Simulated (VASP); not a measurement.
Wanted: the native input for a VASP 6.6.1 run.

```
Task                   : single point
Functional             : LDA
Potentials or basis    : VASP PAW LDA potentials, release 64 (Ni, O)
Cutoff                 : 520 eV
k mesh                 : 12 × 12 × 12
Occupations            : gaussian, width 0.05 eV
Spin                   : collinear spin, ferromagnetic start
Starting moments       : [0.5, 0.0] μB
Hubbard terms          : Ni d U = 4.2 eV
Dipole correction      : no
Further INCAR settings : ALGO = Normal; EDIFF = 1e-06; NBANDS = 19
```

The structure of NiO lies in POSCAR:

```
NiO
1.0
    0.0000000000      2.0913095126      2.0913095126
    2.0913095126      0.0000000000      2.0913095126
    2.0913095126      2.0913095126      0.0000000000
Ni O
1 1
Direct
    0.0000000000      0.0000000000      0.0000000000
    0.5000000000      0.5000000000      0.5000000000
```

One way to write it, as run:

INCAR

```
PREC = Accurate
ENCUT = 520
EDIFF = 1E-6
ISMEAR = 0
SIGMA = 0.05
LREAL = False
LASPH = True
NELM = 150
ALGO = Normal
ISIF = 2
LWAVE = False
LCHARG = False
ISPIN = 2
MAGMOM = 0.5 0
LORBIT = 11
LMAXMIX = 4
LDAU = True
LDAUTYPE = 2
LDAUL = 2 -1
LDAUU = 4.2 0
LDAUJ = 0 0
LDAUPRINT = 1
GGA = CA
NBANDS = 19
```

KPOINTS

```
regular mesh
0
Gamma
  12 12 12
```

Potentials or basis: VASP PAW LDA potentials, release 64 (Ni, O).

Command:

```sh
$ cat potpaw_LDA.64/Ni/POTCAR potpaw_LDA.64/O/POTCAR > POTCAR
$ mpirun -np 1 vasp_std > vasp.out
```

Results of the run:

```json
{
 "Pressure": "-14.9 GPa",
 "Band gap on the k mesh": "0.78 eV, indirect (least direct gap 1.69 eV)",
 "Net moment": "2.00 μB per cell",
 "Site moments": "Ni +1.71; O +0.26 μB",
 "Valence electrons inside the program's atomic spheres": "Ni 9.02; O 4.97"
}
```

Caveat: a cell with one magnetic atom can't hold antiferromagnetic order, which such compounds often take.

Wall time 42 s on 1 thread of AMD EPYC 9R45 96-Core Processor (Zen 5), on a shared host, peak memory 0.13 GiB.
